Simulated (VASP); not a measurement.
# TaN in VASP: a series of runs

Runs on TaN. Level: PBE. Tasks: single point.

Program: VASP 6.6.1. These are calculated values, not measurements. Logs are shortened: lines on timing, memory, paths and dates and some standing lists are left out, and cuts for length are marked.

## (1) The cell of the first run

The cell holds a wire with vacuum, 2 atoms: a = 9.000 Å, b = 9.300 Å, c = 3.976 Å, α = 90.00°, β = 90.00°, γ = 90.00°.

## (2) Single point, PBE, collinear spin, ferromagnetic start

Input file INCAR:

```
PREC = Accurate ; ENCUT = 520
EDIFF = 1E-7 ; ISMEAR = 0
SIGMA = 0.05 ; LREAL = F
LASPH = T ; NELM = 150
ALGO = Normal ; ISIF = 2
LWAVE = F ; LCHARG = F
ISPIN = 2 ; MAGMOM = 1.5 0.5
LORBIT = 11 ; LMAXMIX = 4
GGA = PE ; NBANDS = 19
```

Input file KPOINTS:

```
regular mesh
0
Gamma
  1 1 16
```

Input file POSCAR:

```
TaN
1.0
    9.0000000000      0.0000000000      0.0000000000
    0.0000000000      9.3000000000      0.0000000000
    0.0000000000      0.0000000000      3.9755426005
Ta N
1 1
Direct
    0.5000000000      0.5000000000      0.0000000000
    0.5000000000      0.5000000000      0.4650000000
```

Potentials or basis: VASP PAW PBE potentials, release 64 (Ta_pv, N).

Started as:

```console
> cat potpaw_PBE.64/Ta_pv/POTCAR potpaw_PBE.64/N/POTCAR > POTCAR
> mpirun -np 1 vasp_std > vasp.out
```

OUTCAR:

```text
PREC = Accurate
   ENCUT = 520
   EDIFF = 1E-7
   ISMEAR = 0
   LREAL = F
   LASPH = T
   NELM = 150
   ISIF = 2
   ISPIN = 2
   LORBIT = 11
   GGA = PE

 ion  position               nearest neighbor table
   1  0.500  0.500  0.000-   2 1.85   2 2.13
   2  0.500  0.500  0.465-   1 1.85   1 2.13

  LATTYP: Found a simple orthorhombic cell.
 ALAT       =     3.9755426005
 B/A-ratio  =     2.2638419216
 C/A-ratio  =     2.3393033190

  Lattice vectors:

 A1 = (   0.0000000000,   0.0000000000,   3.9755426005)
 A2 = (   9.0000000000,   0.0000000000,   0.0000000000)
 A3 = (   0.0000000000,   9.3000000000,   0.0000000000)

Analysis of symmetry for initial positions (statically):
=====================================================================
 Subroutine PRICEL returns:
 Original cell was already a primitive cell.

 Routine SETGRP: Setting up the symmetry group for a
 simple orthorhombic supercell.

 Subroutine GETGRP returns: Found  4 space group operations
 (whereof  4 operations were pure point group operations)
 out of a pool of  8 trial point group operations.

The static configuration has the point symmetry C_2v.

Analysis of symmetry for dynamics (positions and initial velocities):
=====================================================================
 Subroutine PRICEL returns:
 Original cell was already a primitive cell.

 Routine SETGRP: Setting up the symmetry group for a
 simple orthorhombic supercell.

 Subroutine GETGRP returns: Found  4 space group operations
 (whereof  4 operations were pure point group operations)
 out of a pool of  8 trial point group operations.

The dynamic configuration has the point symmetry C_2v.

Analysis of structural, dynamic, and magnetic symmetry:
=====================================================================
 Subroutine PRICEL returns:
 Original cell was already a primitive cell.

 Routine SETGRP: Setting up the symmetry group for a
 simple orthorhombic supercell.

 Subroutine GETGRP returns: Found  4 space group operations
 (whereof  4 operations were pure point group operations)
 out of a pool of  8 trial point group operations.

The overall configuration has the point symmetry C_2v.

 Subroutine INISYM returns: Found  4 space group operations
 (whereof  4 operations are pure point group operations),
 and found     1 'primitive' translations

----------------------------------------------------------------------------------------

                                     Primitive cell

  volume of cell :     332.7529

  direct lattice vectors                    reciprocal lattice vectors
     9.000000000  0.000000000  0.000000000     0.111111111  0.000000000  0.000000000
     0.000000000  9.300000000  0.000000000     0.000000000  0.107526882  0.000000000
     0.000000000  0.000000000  3.975542600     0.000000000  0.000000000  0.251537991

  length of vectors
     9.000000000  9.300000000  3.975542600     0.111111111  0.107526882  0.251537991

  position of ions in fractional coordinates (direct lattice)
     0.500000000  0.500000000  0.000000000
     0.500000000  0.500000000  0.465000000

  ion indices of the primitive-cell ions
   primitive index   ion index
                 1           1
                 2           2

----------------------------------------------------------------------------------------

 KPOINTS: regular mesh

Automatic generation of k-mesh.
 Grid dimensions read from file:
 generate k-points for:    1    1   16

 Generating k-lattice:

  Cartesian coordinates                     Fractional coordinates (reciprocal lattice)
     0.111111111  0.000000000  0.000000000     1.000000000  0.000000000  0.000000000
     0.000000000  0.107526882  0.000000000     0.000000000  1.000000000  0.000000000
     0.000000000  0.000000000  0.015721124     0.000000000  0.000000000  0.062500000

  Length of vectors
     0.111111111  0.107526882  0.015721124

  Shift w.r.t. Gamma in fractional coordinates (k-lattice)
     0.000000000  0.000000000  0.000000000

 Subroutine IBZKPT returns following result:
 ===========================================

 Found      9 irreducible k-points:

 Following reciprocal coordinates:
            Coordinates               Weight
  0.000000  0.000000  0.000000      1.000000
  0.000000  0.000000  0.062500      2.000000
  0.000000  0.000000  0.125000      2.000000
  0.000000  0.000000  0.187500      2.000000
  0.000000  0.000000  0.250000      2.000000
  0.000000  0.000000  0.312500      2.000000
  0.000000  0.000000  0.375000      2.000000
  0.000000  0.000000  0.437500      2.000000
  0.000000  0.000000  0.500000      1.000000
   k-points           NKPTS =      9   k-points in BZ     NKDIM =      9   number of bands    NBANDS=     19
   number of dos      NEDOS =    301   number of ions     NIONS =      2
   total plane-waves  NPLWV = 147000
   dimension x,y,z NGX =    70 NGY =   70 NGZ =   30
   dimension x,y,z NGXF=   140 NGYF=  140 NGZF=   60
   ions per type =               1   1
   NGX,Y,Z   is equivalent  to a cutoff of  12.93, 12.51, 12.55 a.u.
   NGXF,Y,Z  is equivalent  to a cutoff of  25.86, 25.03, 25.09 a.u.
 SYSTEM =  unknown system
   PREC   = accura    normal or accurate (medium, high low for compatibility)
   ISTART =      0    job   : 0-new  1-cont  2-samecut
   ICHARG =      2    charge: 1-file 2-atom 10-const
   ISPIN  =      2    spin polarized calculation?
   LNONCOLLINEAR =      F non collinear calculations
   LSORBIT =      F    spin-orbit coupling
   LASPH  =      T    aspherical Exc in radial PAW
   ENCUT  =  520.0 eV  38.22 Ry    6.18 a.u.  16.73 17.29  7.39*2*pi/ulx,y,z
   NELM   =    150;   NELMIN=  2; NELMDL= -5     # of ELM steps
   EDIFF  = 0.1E-06   stopping-criterion for ELM
   LREAL  =      F    real-space projection
   EDIFFG = 0.1E-05   stopping-criterion for IOM
   NSW    =      0    number of steps for IOM
   IBRION =     -1    ionic relax: 0-MD 1-quasi-New 2-CG
   NFREE  =      0    steps in history (QN), initial steepest desc. (CG)
   ISIF   =      2    stress and relaxation
   ISYM   =      2    0-nonsym 1-usesym 2-fastsym
   POTIM  = 0.5000    time-step for ionic-motion
   TEBEG  =    0.0;   TEEND  =   0.0 temperature during run
   PSTRESS=    0.0 pullay stress
   NELECT =      16.0000    total number of electrons
   NUPDOWN=      -1.0000    fix difference up-down
   EMIN   =  10.00;   EMAX   =-10.00  energy-range for DOS
   EFERMI =   0.00;   METHOD = LEGACY
   ISMEAR =     0;   SIGMA  =   0.05  broadening in eV -4-tet -1-fermi 0-gaus
   EFERMI_NEDOS =   21; number of points for ismear=-14 and -15
   IALGO  =     38    algorithm
   IMIX   =      4    mixing-type and parameters
     AMIX     =   0.40;   BMIX     =  1.00
     AMIX_MAG =   1.60;   BMIX_MAG =  1.00
  volume/ion in A,a.u.               =     166.38      1122.76
  Fermi-wavevector in a.u.,A,eV,Ry     =   0.595307  1.124967  4.821772  0.354390
  Thomas-Fermi vector in A             =   1.645221
   LORBIT       =     11    0 simple, 1 ext, 2 COOP (PROOUT), +10 PAW based schemes
   GGA     = PE    functional components
   LHFCALC =     F    Hartree Fock is set to
   AEXX    =    0.0000 exact exchange contribution
   IVDW    =     0    specifies the selected vdW correction
   LEPSILON=     F    determine dielectric tensor
   LRPA    =     F    only Hartree local field effects (RPA)
 spin polarized calculation
 Gauss-broadening in eV      SIGMA  =   0.05
  energy-cutoff  :      520.00
  volume of cell :      332.75
 maximum number of plane-waves:      8995
 NGX is ok and might be reduce to    70
   NGX = 33   NGY = 35   NGZ = 15

 number of electron      15.9999997 magnetization       2.0000124

 Free energy of the ion-electron system (eV)
  ---------------------------------------------------
  ext. energy  EPLUGINS =         0.00000000
  ---------------------------------------------------
  free energy    TOTEN  =       -16.03457138 eV

  energy without entropy =      -16.03457138  energy(sigma->0) =      -16.03457138

 E-fermi :  -3.4553     XC(G=0):  -2.3568

 val. band max:       -3.6907750183   @ k =   0.0000   0.0000   0.0000
 cond. band min:      -3.2402195198   @ k =   0.0000   0.0000   0.0000
 fundamental gap:      0.4505554985
 Fermi energy:        -3.4552593929

 spin component 1

 k-point     1 :       0.0000    0.0000    0.0000
  band No.  band energies     occupation
      1     -38.9783      1.00000
      2     -38.9782      1.00000
      3     -38.4217      1.00000
      4     -16.7375      1.00000
      5      -4.8744      1.00000
      6      -4.8736      1.00000
[... 11 lines left out ...]
     18       2.6354      0.00000
     19       2.6659      0.00000
[... 155 lines left out ...]
 k-point     9 :       0.0000    0.0000    0.5000
  band No.  band energies     occupation
      1     -38.9750      1.00000
      2     -38.9750      1.00000
      3     -38.4724      1.00000
      4     -15.0103      1.00000
      5      -8.6180      1.00000
      6      -6.4640      1.00000
[... 11 lines left out ...]
     18       3.3987      0.00000
     19       3.4448      0.00000
 Fermi energy:        -3.4552593929

 spin component 2

 k-point     1 :       0.0000    0.0000    0.0000
  band No.  band energies     occupation
      1     -38.1228      1.00000
      2     -38.1221      1.00000
      3     -38.0012      1.00000
      4     -16.8027      1.00000
      5      -4.8509      1.00000
      6      -4.8503      1.00000
[... 11 lines left out ...]
     18       3.1925      0.00000
     19       3.2132      0.00000
[... 155 lines left out ...]
 k-point     9 :       0.0000    0.0000    0.5000
  band No.  band energies     occupation
      1     -38.1193      1.00000
      2     -38.1186      1.00000
      3     -38.0553      1.00000
      4     -15.1200      1.00000
      5      -8.4498      1.00000
      6      -6.3037      1.00000
[... 11 lines left out ...]
     18       3.7718      0.00000
     19       3.8366      0.00000

------------------------ aborting loop because EDIFF is reached ----------------------------------------

  FORCE on cell =-STRESS in cart. coord.  units (eV):
  Direction    XX          YY          ZZ          XY          YZ          ZX
  --------------------------------------------------------------------------------------
  -------------------------------------------------------------------------------------
  Total       -0.0598593     -0.0480762     -1.9157300      0.0000000      0.0000000      0.0000000
  in kB       -0.2882173     -0.2314831     -9.2240790      0.0000000      0.0000000      0.0000000
  external PRESSURE =      -3.2479265 kB  Pullay stress =       0.0000000 kB

 VOLUME and BASIS-vectors are now :
 -----------------------------------------------------------------------------
  energy-cutoff  :      520.00
  volume of cell :      332.75
      direct lattice vectors                 reciprocal lattice vectors
     9.000000000  0.000000000  0.000000000     0.111111111  0.000000000  0.000000000
     0.000000000  9.300000000  0.000000000     0.000000000  0.107526882  0.000000000
     0.000000000  0.000000000  3.975542600     0.000000000  0.000000000  0.251537991

 POSITION                                       TOTAL-FORCE (eV/Angst)
 -----------------------------------------------------------------------------------
      4.50000      4.65000      0.00000         0.000000      0.000000     -0.916711
      4.50000      4.65000      1.84863         0.000000      0.000000      0.916711
 -----------------------------------------------------------------------------------
    total drift:                                0.000000      0.000000     -0.000178

  FREE ENERGIE OF THE ION-ELECTRON SYSTEM (eV)
  ---------------------------------------------------
  free  energy   TOTEN  =       -16.0345713823 eV

  energy  without entropy=      -16.0345713823  energy(sigma->0) =      -16.03457138

 total charge

# of ion       s       p       d       tot
------------------------------------------
    1        0.363   6.141   2.217   8.721
    2        1.286   2.412   0.000   3.698
--------------------------------------------------
tot          1.649   8.553   2.217  12.419

 magnetization (x)

# of ion       s       p       d       tot
------------------------------------------
    1        0.186   0.009   0.976   1.172
    2        0.002  -0.066   0.000  -0.064
--------------------------------------------------
tot          0.188  -0.057   0.976   1.108
```

It took 76 s on 1 thread of Intel Xeon 6975P-C (Granite Rapids), shared host; peak memory 0.52 GiB.

Results:

```
Free energy                                           : -16.0346 eV
Largest force                                         : 0.917 eV/Å
Band gap on the k mesh                                : 0.45 eV, direct
Net moment                                            : 2.00 μB per cell
Site moments                                          : Ta +1.17; N -0.06 μB
Valence electrons inside the program's atomic spheres : Ta 8.72; N 3.70
```

Forces in eV/Å, atoms in the order of the input:
```
Ta   0.000  0.000 -0.917
N    0.000  0.000  0.917
```

Levels at points of the mesh, in eV from the valence-band top:
Spin up:
```csv
k point,band 6,band 7,band 8,band 9,band 10,band 11,band 12,band 13
"(0.00, 0.00, 0.00)",-1.18,-1.12,-0.17,0.00,0.45,1.27,1.27,3.85
"(0.00, 0.00, 0.50)",-2.77,-2.77,-0.59,-0.02,0.62,4.07,4.08,5.16
```
Spin down:
| k point | band 3 | band 4 | band 5 | band 6 | band 7 | band 8 | band 9 | band 10 | band 11 | band 12 |
| --- | --- | --- | --- | --- | --- | --- | --- | --- | --- | --- |
| (0.00, 0.00, 0.00) | -34.31 | -13.11 | -1.16 | -1.16 | -0.24 | 0.69 | 1.43 | 1.94 | 1.96 | 1.96 |
| (0.00, 0.00, 0.50) | -34.36 | -11.43 | -4.76 | -2.61 | -2.61 | 1.11 | 1.64 | 2.19 | 5.25 | 5.27 |

Caveat: spin-orbit coupling is left out, which moves the levels of the heavy elements.

(Continued in part 2 of 2.)
